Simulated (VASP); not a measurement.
Wanted: the native input for a VASP 6.6.1 run.

```yaml
Task: single point
Functional: PBEsol
Potentials_or_basis: VASP PAW PBE potentials, release 64 (Sr_sv)
Cutoff: 520 eV
k_mesh: 11 × 11 × 11
Occupations: fermi-dirac, width 0.08 eV
Spin: no spin polarisation
Dipole_correction: no
Further_INCAR_settings: ALGO = Normal; EDIFF = 1e-06; NBANDS = 11
```

The structure of Sr lies in POSCAR:

```
Sr
1.0
   -1.9168521965      1.9168521965      1.9168521965
    1.9168521965     -1.9168521965      1.9168521965
    1.9168521965      1.9168521965     -1.9168521965
Sr
1
Direct
    0.0000000000      0.0000000000      0.0000000000
```

This cell differs from its parent crystal: volume scaled by 0.55.

The input as run:

INCAR

```
PREC = Accurate
ENCUT = 520
EDIFF = 1E-6
ISMEAR = -1
SIGMA = 0.08
LREAL = F
LASPH = T
NELM = 80
ALGO = Normal
ISIF = 2
LWAVE = F
LCHARG = T
GGA = PS
LELF = T
LVHAR = T
NBANDS = 11
```

KPOINTS

```
regular mesh
0
Gamma
  11 11 11
```

Potentials or basis: VASP PAW PBE potentials, release 64 (Sr_sv).

Launch:

```bash
$ cat potpaw_PBE.64/Sr_sv/POTCAR > POTCAR
$ mpirun -np 1 vasp_std > vasp.out
```

Results of the run:

```json
{"Pressure": "18.7 GPa", "Band gap on the k mesh": "zero (band 5 reaches 4.99 eV, above the bottom of band 6 at 2.98 eV)"}
```

Caveat: the PAW data sets were made with another functional, which shifts forces and pressure a little.

Run time: 9.8 s on 1 thread of Intel(R) Xeon(R) 6975P-C (Granite Rapids), on a shared host, peak memory 0.16 GiB.
